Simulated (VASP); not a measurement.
Here is a VASP 6.6.1 calculation.

The input INCAR:

```
ALGO = Normal
EDIFF = 1E-6
ENCUT = 600
GGA = PS
GGA_COMPAT = F
ISIF = 2
ISMEAR = 0
LASPH = T
LCHARG = T
LELF = T
LREAL = F
LVHAR = T
LWAVE = F
NBANDS = 18
NELM = 120
PREC = Accurate
SIGMA = 0.02
```

KPOINTS

```
k-points
0
Gamma
  8 8 8
```

File POSCAR:

```
HfO2
1.0
    0.0000000000      2.5222516861      2.5222516861
    2.5222516861      0.0000000000      2.5222516861
    2.5222516861      2.5222516861      0.0000000000
Hf O
1 2
Direct
    0.0000000000      0.0000000000      0.0000000000
    0.2500000000      0.2500000000      0.2500000000
    0.7500000000      0.7500000000      0.7500000000
```

Potentials or basis: VASP PAW PBE potentials, release 64 (Hf_pv, O).

The run is started by

```console
$ cat potpaw_PBE.64/Hf_pv/POTCAR potpaw_PBE.64/O/POTCAR > POTCAR
$ mpirun -np 1 vasp_std > vasp.out
```

(1) Predict the pressure.

(2) What does it give for the band gap on the k mesh?

Answers

(1) -4.0 GPa.

(2) 3.71 eV, direct.

Caveat: the PAW data sets were made with another functional, which shifts forces and pressure a little; spin-orbit coupling is left out, which moves the levels of the heavy elements.
